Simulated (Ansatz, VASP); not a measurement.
**One calculation of GeAs5, two programs**

File INCAR:

```
SYSTEM = GeAs5
PREC     = Accurate       ! precision mode
ENCUT    = 600            ! plane-wave cutoff, eV
EDIFF    = 1E-6           ! SCF threshold, eV
ISMEAR   = 0              ! smearing method
SIGMA    = 0.1            ! smearing width, eV
LREAL    = .FALSE.        ! projectors in reciprocal space
LASPH    = .TRUE.         ! aspherical terms in the spheres
NELM     = 100            ! most SCF steps
ALGO     = Normal         ! electronic algorithm
ISIF     = 3              ! what is computed and relaxed
LWAVE    = .FALSE.        ! write WAVECAR
LCHARG   = .FALSE.        ! write CHGCAR
GGA      = PE             ! functional
IBRION   = 2              ! ionic algorithm
NSW      = 90             ! ionic steps
EDIFFG   = -0.04          ! ionic threshold
```

Contents of KPOINTS:

```
Automatic mesh
0
G
  4 4 4
  0 0 0
```

File POSCAR:

```
GeAs5
1.0
    5.3436419720      0.0000000000      0.0000000000
    0.0000000000      5.3436419720      0.0000000000
    0.0000000000      0.0000000000      4.8377332968
Ge As
1 5
Direct
    0.0000000000      0.0000000000      0.5000000000
    0.0000000000      0.5000000000      0.5000000000
    0.5000000000      0.0000000000      0.5000000000
    0.5000000000      0.5000000000      0.5000000000
    0.5000000000      0.5000000000      0.0000000000
    0.0000000000      0.0000000000      0.0000000000
```

Input for Ansatz:

```yaml
crystal:
  lattice:
    - [5.343641972, 0.0, 0.0]
    - [0.0, 5.343641972, 0.0]
    - [0.0, 0.0, 4.8377332968]
  atoms:
    - { symbol: Ge, position: [0.0, 0.0, 0.5] }
    - { symbol: As, position: [0.0, 0.5, 0.5] }
    - { symbol: As, position: [0.5, 0.0, 0.5] }
    - { symbol: As, position: [0.5, 0.5, 0.5] }
    - { symbol: As, position: [0.5, 0.5, 0.0] }
    - { symbol: As, position: [0.0, 0.0, 0.0] }
basis:
  ecutwfc: 420
kpoints:
  mp_grid: { grid: [4, 4, 4] }
hamiltonian:
  xc: pbe
scf:
  occupations: { method: gaussian, width: 0.1 }
  lower_state_search: "off"
output:
  forces: true
  stress: true
  eigenvalues: true
relax:
  adjacent_minimum: "off"
  f_tol: 0.04
  max_steps: 70
  cell: { stress_tol: 0.4 }
```

Alike in both runs: task relaxation of cell and atoms; functional PBE; k mesh 4 × 4 × 4; occupations gaussian, width 0.1 eV; no spin polarisation.

|  | VASP | Ansatz |
| --- | --- | --- |
| version | VASP 6.6.1 | Ansatz 0.2.0 |
| potentials or method | VASP PAW PBE potentials, release 64 (Ge_d, As), cutoff 600 eV | scalar-relativistic, plane waves, PAW |
| valence electrons in the cell | 39 | 89 |

```tsv
	VASP	Ansatz	Ansatz less VASP
gap on the k mesh at the Fermi level, each at its own relaxed structure (eV)	none	none	-
relaxed volume (Å³/atom)	23.50	23.47	-0.031
relaxed length of the cell vector where the two differ most in proportion (Å)	5.013	5.007	-0.0066
```

A gap of «none» marks a metal or a gap that the smearing closes. VASP's potentials hold 39 valence electrons a cell and Ansatz's 89, so a difference there can come from the potentials and not from the codes.
